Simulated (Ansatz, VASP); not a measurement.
This is a calculation of Ru for Ansatz 0.2.0.

Contents of input.yaml:

```yaml
crystal:
  lattice:
    - [2.7058, 0.0, 0.0]
    - [-1.3529, 2.3432915376, 0.0]
    - [0.0, 0.0, 4.2819]
  atoms:
    - { symbol: Ru, position: [0.6666666667, 0.3333333333, 0.75] }
    - { symbol: Ru, position: [0.3333333333, 0.6666666667, 0.25] }
hamiltonian:
  xc: lda
  pseudopotentials: { kind: paw }
kpoints:
  mp_grid: { grid: [11, 11, 6] }
scf:
  occupations: { method: fermi_dirac, width: 0.05 }
output:
  forces: true
  stress: true
  eigenvalues: true
relax:
  f_tol: 0.01
  max_steps: 40
  cell: { stress_tol: 0.05 }
```

Potentials or basis: Ansatz PAW.

Launch:

```console
$ ansatz run input.yaml --threads 2 --pin off --max-ram 5632MiB --backend cpu --events-out ev --progress --plain --runs-dir out
```

**Question.** Translate it to VASP 6.6.1. Potentials there: VASP PAW LDA potentials, release 64 (Ru_pv).

**Answer.** As run (the cutoff follows the program's own potentials):

INCAR

```
  PREC = Accurate
  ENCUT = 600
  EDIFF = 1E-6
  ISMEAR = -1
  SIGMA = 0.05
  LREAL = F
  LASPH = T
  NELM = 100
  ALGO = Normal
  ISIF = 3
  LWAVE = F
  LCHARG = F
  GGA = CA
  IBRION = 2
  NSW = 60
  EDIFFG = -0.01
```

KPOINTS

```
regular mesh
0
Gamma
  11 11 6
```

File POSCAR:

```
Ru
1.0
    2.7058000000      0.0000000000      0.0000000000
   -1.3529000000      2.3432915376      0.0000000000
    0.0000000000      0.0000000000      4.2819000000
Ru
2
Direct
    0.6666666667      0.3333333333      0.7500000000
    0.3333333333      0.6666666667      0.2500000000
```

Potentials or basis: VASP PAW LDA potentials, release 64 (Ru_pv).

The run is started by

```sh
$ cat potpaw_LDA.64/Ru_pv/POTCAR > POTCAR
$ mpirun -np 1 vasp_std > vasp.out
```

Both were run:

|  | VASP | Ansatz | Ansatz less VASP |
| --- | --- | --- | --- |
| gap on the k mesh at the Fermi level, each at its own relaxed structure (eV) | none | none | - |
| relaxed volume (Å³/atom) | 13.13 | 13.09 | -0.038 |
| relaxed length of the cell vector where the two differ most in proportion (Å) | 2.676 | 2.673 | -0.0027 |

LDA's correlation is that of Perdew and Zunger in VASP and of Perdew and Wang (1992) in Ansatz. A gap of «none» marks a metal or a gap that the smearing closes. VASP's potentials hold 28 valence electrons a cell and Ansatz's 32, so a difference there can come from the potentials and not from the codes.

Noted on Ansatz's run: the plane-wave basis is chosen anew once the cell has moved, so the energies of steps on either side of that aren't comparable.
